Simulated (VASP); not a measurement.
Wanted: the native input for a VASP 6.6.1 run.

```
Task                   : single point
Functional             : LDA
Potentials or basis    : VASP PAW LDA potentials, release 64 (Al, N)
Cutoff                 : 520 eV
k mesh                 : 9 × 6 × 1
Occupations            : gaussian, width 0.05 eV
Spin                   : no spin polarisation
Dipole correction      : yes
Further INCAR settings : ALGO = Normal; EDIFF = 1e-06; NBANDS = 26
```

The structure of AlN lies in POSCAR:

```
AlN
1.0
    3.0886572978      0.0000000000      0.0000000000
    0.0000000000      4.9430255636      0.0000000000
    0.0000000000      0.0000000000     17.5664742446
Al N
4 4
Direct
    0.0000000000      0.9984939568      0.3984863384
    0.5000000000      0.4984939568      0.4492431692
    0.5000000000      0.9929020997      0.5561453218
    0.0000000000      0.4656985128      0.5886097771
    0.0000000000      0.6165060432      0.3984863384
    0.5000000000      0.1165060432      0.4492431692
    0.5000000000      0.6149997343      0.5548980417
    0.0000000000      0.1126057682      0.5979523991
```

One way to write it, as run:

INCAR

```
  ALGO = Normal
  DIPOL = 0.5 0.5 0.499
  EDIFF = 1E-6
  ENCUT = 520
  IDIPOL = 3
  ISIF = 2
  ISMEAR = 0
  LASPH = T
  LCHARG = T
  LDIPOL = T
  LELF = T
  LREAL = F
  LVACPOTAV = T
  LVHAR = T
  LWAVE = F
  NBANDS = 26
  NELM = 60
  PREC = Accurate
  SIGMA = 0.05
```

KPOINTS

```
k-points
0
Gamma
  9 6 1
```

Potentials or basis: VASP PAW LDA potentials, release 64 (Al, N).

The run is started by

```bash
$ cat potpaw_LDA.64/Al/POTCAR potpaw_LDA.64/N/POTCAR > POTCAR
$ mpirun -np 1 vasp_std > vasp.out
```

Results of the run:

```json
{
  "Largest force": "2.756 eV/Å",
  "Band gap on the k mesh": "1.49 eV, direct"
}
```

Run time: 110 s on 1 thread of Intel(R) Xeon(R) 6975P-C (Granite Rapids), with other jobs on the host, peak memory 0.32 GiB.
